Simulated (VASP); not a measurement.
# Be (P6_3/mmc) in VASP: a series of runs

Be is run at these levels: r2SCAN; tasks: single point, relaxation of shape and atoms at fixed volume.

Everything below comes from runs of VASP 6.6.1. Logs are shortened: lines on timing, memory, paths and dates and some standing lists are left out, and cuts for length are marked.

### 1 The cell of the first run

It takes space group P6_3/mmc (No. 194, hexagonal). The conventional cell has a = 2.338 Å, b = 2.338 Å, c = 3.673 Å, α = 90.00°, β = 90.00°, γ = 120.00°. Within 3.0 Å of Be (site symmetry -6m2) lie 12 Be at 2.28 to 2.34 Å.

### 2 Single point, r2SCAN (8.70 Å³/atom)

The input, POSCAR:

```
Be
1.0
    2.3382004477      0.0000000000      0.0000000000
   -1.1691002239      2.0249409869      0.0000000000
    0.0000000000      0.0000000000      3.6732485876
Be
2
Direct
    0.3333333333      0.6666666667      0.2500000000
    0.6666666667      0.3333333333      0.7500000000
```

The input, INCAR.step1:

```
ALGO = Normal ; EDIFF = 1E-4
ENCUT = 520 ; GGA = PE
ISMEAR = 0 ; LASPH = T
LCHARG = F ; LREAL = F
LWAVE = T ; NBANDS = 9
NELM = 80 ; PREC = Accurate
SIGMA = 0.1
```

The input, INCAR.step2:

```
ALGO = Normal ; EDIFF = 1E-6
ENCUT = 520 ; ISIF = 2
ISMEAR = 0 ; ISTART = 1
LASPH = T ; LCHARG = T
LELF = T ; LMIXTAU = T
LREAL = F ; LVHAR = T
LWAVE = F ; METAGGA = R2SCAN
NBANDS = 9 ; NELM = 80
PREC = Accurate ; SIGMA = 0.1
```

The input, KPOINTS:

```
k-points
0
Gamma
  21 21 12
```

Potentials or basis: VASP PAW PBE potentials, release 64 (Be).

Run with:

```console
> cat potpaw_PBE.64/Be/POTCAR > POTCAR
> cp INCAR.step1 INCAR
> mpirun -np 1 vasp_std > vasp.out
> cp INCAR.step2 INCAR
> mpirun -np 1 vasp_std > vasp.out
```

OUTCAR:

```text
EDIFF = 1E-6
   ENCUT = 520
   ISIF = 2
   ISMEAR = 0
   ISTART = 1
   LASPH = T
   LREAL = F
   METAGGA = R2SCAN
   NELM = 80
   PREC = Accurate

 ion  position               nearest neighbor table
   1  0.333  0.667  0.250-   2 2.28   2 2.28   2 2.28   2 2.28   2 2.28   2 2.28
   2  0.667  0.333  0.750-   1 2.28   1 2.28   1 2.28   1 2.28   1 2.28   1 2.28

  LATTYP: Found a hexagonal cell.
 ALAT       =     2.3382004477
 C/A-ratio  =     1.5709724935

  Lattice vectors:

 A1 = (   2.3382004477,   0.0000000000,   0.0000000000)
 A2 = (  -1.1691002239,   2.0249409869,   0.0000000000)
 A3 = (   0.0000000000,   0.0000000000,   3.6732485876)

Analysis of symmetry for initial positions (statically):
=====================================================================
 Subroutine PRICEL returns:
 Original cell was already a primitive cell.

 Routine SETGRP: Setting up the symmetry group for a
 hexagonal supercell.

 Subroutine GETGRP returns: Found 24 space group operations
 (whereof 12 operations were pure point group operations)
 out of a pool of 24 trial point group operations.

The static configuration has the point symmetry D_3d.
 The point group associated with its full space group is D_6h.

Analysis of symmetry for dynamics (positions and initial velocities):
=====================================================================
 Subroutine PRICEL returns:
 Original cell was already a primitive cell.

 Routine SETGRP: Setting up the symmetry group for a
 hexagonal supercell.

 Subroutine GETGRP returns: Found 24 space group operations
 (whereof 12 operations were pure point group operations)
 out of a pool of 24 trial point group operations.

The dynamic configuration has the point symmetry D_3d.
 The point group associated with its full space group is D_6h.

 Subroutine INISYM returns: Found 24 space group operations
 (whereof 12 operations are pure point group operations),
 and found     1 'primitive' translations

----------------------------------------------------------------------------------------

                                     Primitive cell

  volume of cell :      17.3918

  direct lattice vectors                    reciprocal lattice vectors
     2.338200448  0.000000000  0.000000000     0.427679330  0.246920776  0.000000000
    -1.169100224  2.024940987  0.000000000     0.000000000  0.493841552  0.000000000
[... 89 lines left out ...]
   IBRION =     -1    ionic relax: 0-MD 1-quasi-New 2-CG
   NFREE  =      0    steps in history (QN), initial steepest desc. (CG)
   ISIF   =      2    stress and relaxation
   ISYM   =      2    0-nonsym 1-usesym 2-fastsym
   POTIM  = 0.5000    time-step for ionic-motion
   TEBEG  =    0.0;   TEEND  =   0.0 temperature during run
   PSTRESS=    0.0 pullay stress
   NELECT =       4.0000    total number of electrons
   NUPDOWN=      -1.0000    fix difference up-down
   EMIN   =  10.00;   EMAX   =-10.00  energy-range for DOS
   EFERMI =   0.00;   METHOD = LEGACY
   ISMEAR =     0;   SIGMA  =   0.10  broadening in eV -4-tet -1-fermi 0-gaus
   EFERMI_NEDOS =   21; number of points for ismear=-14 and -15
   IALGO  =     38    algorithm
   IMIX   =      4    mixing-type and parameters
     AMIX     =   0.40;   BMIX     =  1.00
     AMIX_MAG =   1.60;   BMIX_MAG =  1.00
  volume/ion in A,a.u.               =       8.70        58.68
  Fermi-wavevector in a.u.,A,eV,Ry     =   1.003029  1.895449 13.688366  1.006067
  Thomas-Fermi vector in A             =   2.135554
   LORBIT       =      0    0 simple, 1 ext, 2 COOP (PROOUT), +10 PAW based schemes
   METAGGA = R2SCAN    functional components
   LHFCALC =     F    Hartree Fock is set to
   AEXX    =    0.0000 exact exchange contribution
   IVDW    =     0    specifies the selected vdW correction
   LEPSILON=     F    determine dielectric tensor
   LRPA    =     F    only Hartree local field effects (RPA)
 non-spin polarized calculation
 Gauss-broadening in eV      SIGMA  =   0.10
  energy-cutoff  :      520.00
  volume of cell :       17.39
 maximum number of plane-waves:       494
 NGX is ok and might be reduce to    18
   NGX =  9   NGY =  9   NGZ = 13

 number of electron       4.0000000 magnetization

 Free energy of the ion-electron system (eV)
  ---------------------------------------------------
  ext. energy  EPLUGINS =         0.00000000
  ---------------------------------------------------
  free energy    TOTEN  =        -8.62536379 eV

  energy without entropy =       -8.62364509  energy(sigma->0) =       -8.62450444

 E-fermi :   6.4116     XC(G=0): -10.9355

 val. band max:        6.4079123764   @ k =   0.3333   0.2857   0.0000
 cond. band min:       6.4234727253   @ k =   0.3333   0.2857   0.3333
 fundamental gap:      0.0155603489
 Fermi energy:         6.4116036927

 k-point     1 :       0.0000    0.0000    0.0000
  band No.  band energies     occupation
      1      -5.3199      2.00000
      2       1.9866      2.00000
      3       7.1685      0.00000
      4      22.4640      0.00000
      5      22.4640      0.00000
      6      25.3245      0.00000
      7      25.3245      0.00000
      8      27.4869      0.00000
      9      33.2388      0.00000
[... 265 lines left out ...]
 k-point    24 :       0.1905    0.0952    0.0000
  band No.  band energies     occupation
      1      -3.4177      2.00000
      2       4.3588      2.00000
      3       7.7107      0.00000
      4      14.4516      0.00000
      5      16.7621      0.00000
      6      22.7021      0.00000
      7      23.3583      0.00000
      8      24.4735      0.00000
      9      27.9300      0.00000

 [... further k-points ...]

------------------------ aborting loop because EDIFF is reached ----------------------------------------

  FORCE on cell =-STRESS in cart. coord.  units (eV):
  Direction    XX          YY          ZZ          XY          YZ          ZX
  --------------------------------------------------------------------------------------
  -------------------------------------------------------------------------------------
  Total       -1.0885237     -1.0885237     -1.0780380      0.0000000     -0.0000000      0.0000000
  in kB     -100.2776250   -100.2776251    -99.3116509      0.0000000     -0.0000000      0.0000000
  external PRESSURE =     -99.9556337 kB  Pullay stress =       0.0000000 kB

 VOLUME and BASIS-vectors are now :
 -----------------------------------------------------------------------------
  energy-cutoff  :      520.00
  volume of cell :       17.39
      direct lattice vectors                 reciprocal lattice vectors
     2.338200448  0.000000000  0.000000000     0.427679330  0.246920776  0.000000000
    -1.169100224  2.024940987  0.000000000     0.000000000  0.493841552  0.000000000
     0.000000000  0.000000000  3.673248588     0.000000000  0.000000000  0.272238586

 POSITION                                       TOTAL-FORCE (eV/Angst)
 -----------------------------------------------------------------------------------
     -0.00000      1.34996      0.91831         0.000000     -0.000000      0.000000
      1.16910      0.67498      2.75494        -0.000000      0.000000      0.000000
 -----------------------------------------------------------------------------------
    total drift:                                0.000000     -0.000000      0.000000

  FREE ENERGIE OF THE ION-ELECTRON SYSTEM (eV)
  ---------------------------------------------------
  free  energy   TOTEN  =        -8.6253637862 eV

  energy  without entropy=       -8.6236450884  energy(sigma->0) =       -8.62450444
```

Wall time 2.8 min (1 thread of Intel Xeon 8259CL, shared host); peak memory 0.16 GiB.

Results:

| Item | Value |
| --- | --- |
| Free energy | -8.6254 eV |
| Pressure | -10.0 GPa |
| Band gap on the k mesh | zero (bands 2 and 3 overlap by 2.13 eV) |

Levels at points of the mesh, in eV from the Fermi level:
```csv
k point,band 1,band 2,band 3,band 4,band 5
"(0.00, 0.00, 0.00)",-11.73,-4.43,0.76,16.05,16.05
"(0.00, 0.00, 0.50)",-9.47,-9.47,10.66,10.66,17.73
```

Caveat: the cell stands under tension; the PAW data sets were made with another functional, which shifts forces and pressure a little.

### 3 Relaxation of shape and atoms at fixed volume, r2SCAN (6.96 Å³/atom)

This run uses another cell than the first one, of 6.96 Å³/atom.

The input, POSCAR:

```
Be
1.0
    2.1648165596      0.0000000000      0.0000000000
   -1.0824082798      1.8747861352      0.0000000000
    0.0000000000      0.0000000000      3.4281639465
Be
2
Direct
    0.3333333333      0.6666666667      0.2500000000
    0.6666666667      0.3333333333      0.7500000000
```

The input, INCAR.step1:

```
PREC = Accurate ; ENCUT = 600
ISMEAR = 0 ; SIGMA = 0.1
LREAL = F ; LASPH = T
NELM = 100 ; GGA = PE
ALGO = Normal ; EDIFF = 1E-4
LWAVE = T ; LCHARG = F
```

The input, INCAR.step2:

```
PREC = Accurate ; ENCUT = 600
EDIFF = 1E-6 ; ISMEAR = 0
SIGMA = 0.1 ; LREAL = F
LASPH = T ; NELM = 100
ALGO = Normal ; ISIF = 4
LWAVE = F ; LCHARG = F
METAGGA = R2SCAN ; LMIXTAU = T
IBRION = 2 ; NSW = 50
EDIFFG = -0.01 ; ISTART = 1
```

The input, KPOINTS:

```
Automatic mesh
0
Gamma
  21 21 12
```

Potentials or basis: VASP PAW PBE potentials, release 64 (Be).

Run with:

```console
> cat potpaw_PBE.64/Be/POTCAR > POTCAR
> cp INCAR.step1 INCAR
> mpirun -np 1 vasp_std > vasp.out
> cp INCAR.step2 INCAR
> mpirun -np 1 vasp_std > vasp.out
```

OUTCAR:

```text
PREC = Accurate
   ENCUT = 600
   EDIFF = 1E-6
   ISMEAR = 0
   LREAL = F
   LASPH = T
   NELM = 100
   ISIF = 4
   METAGGA = R2SCAN
   IBRION = 2
   NSW = 50
   EDIFFG = -0.01
   ISTART = 1

 ion  position               nearest neighbor table
   1  0.333  0.667  0.250-   2 2.12   2 2.12   2 2.12   2 2.12   2 2.12   2 2.12
   2  0.667  0.333  0.750-   1 2.12   1 2.12   1 2.12   1 2.12   1 2.12   1 2.12

  LATTYP: Found a hexagonal cell.
 ALAT       =     2.1648165596
 C/A-ratio  =     1.5835817272

  Lattice vectors:

 A1 = (   2.1648165596,   0.0000000000,   0.0000000000)
 A2 = (  -1.0824082798,   1.8747861352,   0.0000000000)
 A3 = (   0.0000000000,   0.0000000000,   3.4281639465)

Analysis of symmetry for initial positions (statically):
=====================================================================
 Subroutine PRICEL returns:
 Original cell was already a primitive cell.

 Routine SETGRP: Setting up the symmetry group for a
 hexagonal supercell.

 Subroutine GETGRP returns: Found 24 space group operations
 (whereof 12 operations were pure point group operations)
 out of a pool of 24 trial point group operations.

The static configuration has the point symmetry D_3d.
 The point group associated with its full space group is D_6h.

Analysis of symmetry for dynamics (positions and initial velocities):
=====================================================================
 Subroutine PRICEL returns:
 Original cell was already a primitive cell.

 Routine SETGRP: Setting up the symmetry group for a
 hexagonal supercell.

 Subroutine GETGRP returns: Found 24 space group operations
 (whereof 12 operations were pure point group operations)
 out of a pool of 24 trial point group operations.

The dynamic configuration has the point symmetry D_3d.
 The point group associated with its full space group is D_6h.

 Subroutine INISYM returns: Found 24 space group operations
 (whereof 12 operations are pure point group operations),
 and found     1 'primitive' translations

----------------------------------------------------------------------------------------

                                     Primitive cell

  volume of cell :      13.9134

  direct lattice vectors                    reciprocal lattice vectors
     2.164816560  0.000000000  0.000000000     0.461932904  0.266697086  0.000000000
    -1.082408280  1.874786135  0.000000000     0.000000000  0.533394173  0.000000000
     0.000000000  0.000000000  3.428163946     0.000000000  0.000000000  0.291701335

  length of vectors
     2.164816560  2.164816560  3.428163946     0.533394173  0.533394173  0.291701335

  position of ions in fractional coordinates (direct lattice)
     0.333333333  0.666666667  0.250000000
     0.666666667  0.333333333  0.750000000

[... 105 lines left out ...]
   LEPSILON=     F    determine dielectric tensor
   LRPA    =     F    only Hartree local field effects (RPA)
 conjugate gradient relaxation of ions
 non-spin polarized calculation
 Gauss-broadening in eV      SIGMA  =   0.10
  energy-cutoff  :      600.00
  volume of cell :       13.91
 maximum number of plane-waves:       494
 NGX is ok and might be reduce to    18
   NGX =  9   NGY =  9   NGZ = 13

--------------------------------------- Ionic step        1  -------------------------------------------

 number of electron       4.0000000 magnetization

 Free energy of the ion-electron system (eV)
  ---------------------------------------------------
  ext. energy  EPLUGINS =         0.00000000
  ---------------------------------------------------
  free energy    TOTEN  =        -8.56861437 eV

  energy without entropy =       -8.56737555  energy(sigma->0) =       -8.56799496

------------------------ aborting loop because EDIFF is reached ----------------------------------------

  FORCE on cell =-STRESS in cart. coord.  units (eV):
  Direction    XX          YY          ZZ          XY          YZ          ZX
  --------------------------------------------------------------------------------------
  -------------------------------------------------------------------------------------
  Total        1.7069298      1.7069298      1.7727850      0.0000000      0.0000000      0.0000000
  in kB      196.5585023    196.5585023    204.1419412      0.0000000      0.0000000      0.0000000
  external PRESSURE =     199.0863152 kB  Pullay stress =       0.0000000 kB

 VOLUME and BASIS-vectors are now :
 -----------------------------------------------------------------------------
  energy-cutoff  :      600.00
  volume of cell :       13.91
      direct lattice vectors                 reciprocal lattice vectors
     2.164816560  0.000000000  0.000000000     0.461932904  0.266697086  0.000000000
    -1.082408280  1.874786135  0.000000000     0.000000000  0.533394173  0.000000000
     0.000000000  0.000000000  3.428163946     0.000000000  0.000000000  0.291701335

 POSITION                                       TOTAL-FORCE (eV/Angst)
 -----------------------------------------------------------------------------------
     -0.00000      1.24986      0.85704        -0.000000      0.000000      0.000000
      1.08241      0.62493      2.57112         0.000000     -0.000000      0.000000
 -----------------------------------------------------------------------------------
    total drift:                                0.000000     -0.000000      0.000000

  FREE ENERGIE OF THE ION-ELECTRON SYSTEM (eV)
  ---------------------------------------------------
  free  energy   TOTEN  =        -8.5686143659 eV

  energy  without entropy=       -8.5673755498  energy(sigma->0) =       -8.56799496

--------------------------------------- Ionic step        2  -------------------------------------------

 number of electron       4.0000000 magnetization

 Free energy of the ion-electron system (eV)
  ---------------------------------------------------
  ext. energy  EPLUGINS =         0.00000000
  ---------------------------------------------------
  free energy    TOTEN  =        -8.56864696 eV

  energy without entropy =       -8.56740919  energy(sigma->0) =       -8.56802807

 E-fermi :   8.2731     XC(G=0): -11.7161

 val. band max:        8.2533684481   @ k =   0.3333   0.0476   0.0000
 cond. band min:       8.3297177241   @ k =   0.3333   0.2857   0.0833
 fundamental gap:      0.0763492760
 Fermi energy:         8.2730999249

 k-point     1 :       0.0000    0.0000    0.0000
  band No.  band energies     occupation
      1      -4.7660      2.00000
      2       2.8910      2.00000
      3       9.6177      0.00000
      4      27.4699      0.00000
      5      27.4699      0.00000
      6      30.7237      0.00000
[... 199 lines left out ...]
 k-point    24 :       0.1905    0.0952    0.0000
  band No.  band energies     occupation
      1      -2.6907      2.00000
      2       5.6693      2.00000
      3       9.8507      0.00000
      4      17.9746      0.00000
      5      20.8509      0.00000
      6      27.3542      0.00000

 [... further k-points ...]

------------------------ aborting loop because EDIFF is reached ----------------------------------------

  FORCE on cell =-STRESS in cart. coord.  units (eV):
  Direction    XX          YY          ZZ          XY          YZ          ZX
  --------------------------------------------------------------------------------------
  -------------------------------------------------------------------------------------
  Total        1.7285746      1.7285746      1.7251066      0.0000000      0.0000000      0.0000000
  in kB      199.0509651    199.0509651    198.6516168      0.0000000      0.0000000      0.0000000
  external PRESSURE =     198.9178490 kB  Pullay stress =       0.0000000 kB

 VOLUME and BASIS-vectors are now :
 -----------------------------------------------------------------------------
  energy-cutoff  :      600.00
  volume of cell :       13.91
      direct lattice vectors                 reciprocal lattice vectors
     2.163670885  0.000000000  0.000000000     0.462177500  0.266838304 -0.000000000
    -1.081835443  1.873793952  0.000000000     0.000000000  0.533676608 -0.000000000
     0.000000000  0.000000000  3.431795367     0.000000000 -0.000000000  0.291392666

 POSITION                                       TOTAL-FORCE (eV/Angst)
 -----------------------------------------------------------------------------------
     -0.00000      1.24920      0.85795        -0.000000     -0.000000      0.000000
      1.08184      0.62460      2.57385         0.000000      0.000000      0.000000
 -----------------------------------------------------------------------------------
    total drift:                                0.000000     -0.000000      0.000000

  FREE ENERGIE OF THE ION-ELECTRON SYSTEM (eV)
  ---------------------------------------------------
  free  energy   TOTEN  =        -8.5686469575 eV

  energy  without entropy=       -8.5674091886  energy(sigma->0) =       -8.56802807

 reached required accuracy - stopping structural energy minimisation
```

Wall time 2.6 min (1 thread of Intel Xeon 8259CL, shared host); peak memory 0.15 GiB.

What came out:

```yaml
Free_energy: -8.5686 eV
Energy_gained_by_relaxing: 0.0 meV/atom
Ionic_steps: 2
Pressure_after_relaxing: 19.9 GPa
Band_gap_on_the_k_mesh: zero (bands 2 and 3 overlap by 2.35 eV)
```

Final structure:
```yaml
crystal:
  lattice:
    - [2.16367, 0.00000, 0.00000]
    - [-1.08184, 1.87379, 0.00000]
    - [0.00000, 0.00000, 3.43180]
  atoms:
    - { symbol: Be, position: [0.33333, 0.66667, 0.25000] }
    - { symbol: Be, position: [0.66667, 0.33333, 0.75000] }
```

Caveat: the PAW data sets were made with another functional, which shifts forces and pressure a little.

(Continued in part 2 of 2.)
